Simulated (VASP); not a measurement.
# Al (R-3m) in VASP: further runs, part 2 of 2

VASP 6.6.1. The steps go on from the part before.

## (3) Electric field gradients, PBE (equal xy, yz and zx shear strains of -2 %)

INCAR reads:

```
SYSTEM = Al
  ALGO = Normal
  EDIFF = 1E-8
  ENCUT = 520
  GGA = PE
  ISIF = 2
  ISMEAR = -1
  LASPH = .True.
  LCHARG = .False.
  LEFG = .True.
  LREAL = .False.
  LWAVE = .False.
  NBANDS = 8
  NELM = 80
  PREC = Accurate
  SIGMA = 0.05
```

KPOINTS reads:

```
k-points
0
Gamma
  14 14 14
  0 0 0
```

POSCAR reads:

```
Al
1.0
   -0.0404796000      2.0037402000      2.0037402000
    2.0037402000     -0.0404796000      2.0037402000
    2.0037402000      2.0037402000     -0.0404796000
Al
1
Direct
    0.0000000000      0.0000000000      0.0000000000
```

Potentials or basis: VASP PAW PBE potentials, release 64 (Al).

Run with:

```bash
> cat potpaw_PBE.64/Al/POTCAR > POTCAR
> mpirun -np 1 vasp_std > vasp.out
```

OUTCAR:

```text
SYSTEM = Al
   EDIFF = 1E-8
   ENCUT = 520
   GGA = PE
   ISIF = 2
   ISMEAR = -1
   LASPH = .True.
   LREAL = .False.
   NELM = 80
   PREC = Accurate

 ion  position               nearest neighbor table
   1  0.000  0.000  0.000-

  LATTYP: Found a trigonal (rhomboedric) cell.
 ALAT       =     2.8340056768
 COS(alpha) =     0.4797000918

  Lattice vectors:

 A1 = (  -0.0404796000,   2.0037402000,   2.0037402000)
 A2 = (   2.0037402000,  -0.0404796000,   2.0037402000)
 A3 = (   2.0037402000,   2.0037402000,  -0.0404796000)

Analysis of symmetry for initial positions (statically):
=====================================================================
 Subroutine PRICEL returns:
 Original cell was already a primitive cell.

 Routine SETGRP: Setting up the symmetry group for a
 trigonal (rhombohedral) supercell.

 Subroutine GETGRP returns: Found 12 space group operations
 (whereof 12 operations were pure point group operations)
 out of a pool of 12 trial point group operations.

The static configuration has the point symmetry D_3d.

Analysis of symmetry for dynamics (positions and initial velocities):
=====================================================================
 Subroutine PRICEL returns:
 Original cell was already a primitive cell.

 Routine SETGRP: Setting up the symmetry group for a
 trigonal (rhombohedral) supercell.

 Subroutine GETGRP returns: Found 12 space group operations
 (whereof 12 operations were pure point group operations)
 out of a pool of 12 trial point group operations.

The dynamic configuration has the point symmetry D_3d.
[... 154 lines left out ...]
      1      -3.1518      2.00000
      2      20.2275      0.00000
      3      20.2275      0.00000
      4      21.1651      0.00000
      5      21.6624      0.00000
      6      21.6624      0.00000
      7      22.4841      0.00000
      8      24.6106      0.00000
[... 243 lines left out ...]
 k-point    24 :       0.2857    0.1429   -0.0000
  band No.  band energies     occupation
      1      -1.1441      2.00000
      2      11.9918      0.00000
      3      16.6100      0.00000
      4      18.0986      0.00000
      5      18.3877      0.00000
      6      21.8401      0.00000
      7      26.1299      0.00000
      8      26.5126      0.00000

 [... further k-points ...]

------------------------ aborting loop because EDIFF is reached ----------------------------------------

  FORCE on cell =-STRESS in cart. coord.  units (eV):
  Direction    XX          YY          ZZ          XY          YZ          ZX
  --------------------------------------------------------------------------------------
  -------------------------------------------------------------------------------------
  Total       -0.0529839     -0.0529839     -0.0529839     -0.0076872     -0.0076872     -0.0076872
  in kB       -5.1207862     -5.1207862     -5.1207862     -0.7429577     -0.7429577     -0.7429577
  external PRESSURE =      -5.1207862 kB  Pullay stress =       0.0000000 kB

 VOLUME and BASIS-vectors are now :
 -----------------------------------------------------------------------------
  energy-cutoff  :      520.00
  volume of cell :       16.58
      direct lattice vectors                 reciprocal lattice vectors
    -0.040479600  2.003740200  2.003740200    -0.242096256  0.247087931  0.247087931
     2.003740200 -0.040479600  2.003740200     0.247087931 -0.242096256  0.247087931
     2.003740200  2.003740200 -0.040479600     0.247087931  0.247087931 -0.242096256

 POSITION                                       TOTAL-FORCE (eV/Angst)
 -----------------------------------------------------------------------------------
      0.00000      0.00000      0.00000        -0.000000      0.000000      0.000000
 -----------------------------------------------------------------------------------
    total drift:                               -0.000000      0.000000      0.000000

  FREE ENERGIE OF THE ION-ELECTRON SYSTEM (eV)
  ---------------------------------------------------
  free  energy   TOTEN  =        -3.7401832278 eV

  energy  without entropy=       -3.7360770442  energy(sigma->0) =       -3.73813014

 Electric field gradients (V/A^2)
---------------------------------------------------------------------
 ion       V_xx      V_yy      V_zz      V_xy      V_xz      V_yz
---------------------------------------------------------------------
   1       0.000    -0.000    -0.000    -1.337    -1.337    -1.337
---------------------------------------------------------------------

 Electric field gradients after diagonalization (V/A^2)
 (convention: |V_zz| > |V_xx| > |V_yy|)
----------------------------------------------------------------------
 ion       V_xx      V_yy      V_zz     asymmetry (V_yy - V_xx)/ V_zz
----------------------------------------------------------------------
   1       1.337     1.337    -2.674       0.000
----------------------------------------------------------------------

           NMR quadrupolar parameters

 Cq : quadrupolar parameter    Cq=e*Q*V_zz/h
 eta: asymmetry parameters     (V_yy - V_xx)/ V_zz
 Q  : nuclear electric quadrupole moment in mb (millibarn)
----------------------------------------------------------------------
 ion       Cq(MHz)       eta       Q (mb)
----------------------------------------------------------------------
   1      -0.006       0.000       1.000
----------------------------------------------------------------------
```

OSZICAR:

```text
N       E                     dE             d eps       ncg     rms          rms(c)
DAV:   1    -0.230292209545E+01   -0.23029E+01   -0.85084E+02  4624   0.204E+02
DAV:   2    -0.375521352742E+01   -0.14523E+01   -0.14107E+01  6368   0.188E+01
DAV:   3    -0.376294284170E+01   -0.77293E-02   -0.77266E-02  6016   0.155E+00
DAV:   4    -0.376296185586E+01   -0.19014E-04   -0.19014E-04  7096   0.657E-02
DAV:   5    -0.376296189600E+01   -0.40142E-07   -0.39254E-07  6064   0.171E-03    0.130E+00
DAV:   6    -0.374978173491E+01    0.13180E-01   -0.17089E-03  6080   0.196E-01    0.757E-01
DAV:   7    -0.374019111581E+01    0.95906E-02   -0.51071E-03  5976   0.319E-01    0.146E-01
DAV:   8    -0.374018520001E+01    0.59158E-05   -0.13980E-05  6520   0.265E-02    0.809E-03
DAV:   9    -0.374018361007E+01    0.15899E-05   -0.88562E-07  6568   0.415E-03    0.694E-04
DAV:  10    -0.374018325489E+01    0.35518E-06   -0.48820E-09  6912   0.436E-04    0.288E-04
DAV:  11    -0.374018321681E+01    0.38085E-07   -0.13025E-10  4312   0.659E-05    0.565E-05
DAV:  12    -0.374018322781E+01   -0.11007E-07   -0.12225E-11  3440   0.195E-05    0.957E-06
DAV:  13    -0.374018322783E+01   -0.19838E-10   -0.42965E-13  2816   0.417E-06
   1 F= -.37401832E+01 E0= -.37381301E+01  d E =-.410618E-02
```

stdout:

```text
POSCAR found type information on POSCAR Al
 POSCAR found :  1 types and       1 ions
 scaLAPACK will be used
 LDA part: xc-table for (Slater+PW92), standard interpolation
 POSCAR, INCAR and KPOINTS ok, starting setup
 FFT: planning ... GRIDC
 FFT: planning ... GRID_SOFT
 FFT: planning ... GRID
 WAVECAR not read
 entering main loop
ion   1
```

Wall time 22 s (1 thread of AMD EPYC 9R45 (Zen 5), shared host); peak memory 0.12 GiB.

Results:

```
Free energy : -3.7402 eV
Pressure    : -0.5 GPa
```

Electric field gradients, principal values (V/Å²):
| atom | least | middle | greatest (by size) |
| --- | --- | --- | --- |
| 1 Al | 1.337 | 1.337 | -2.674 |

Caveat: the cell differs from its parent crystal (equal xy, yz and zx shear strains of -2 %); without QUAD_EFG the Cq values of the log hold for a quadrupole moment of 1 mb, not for the nuclei.
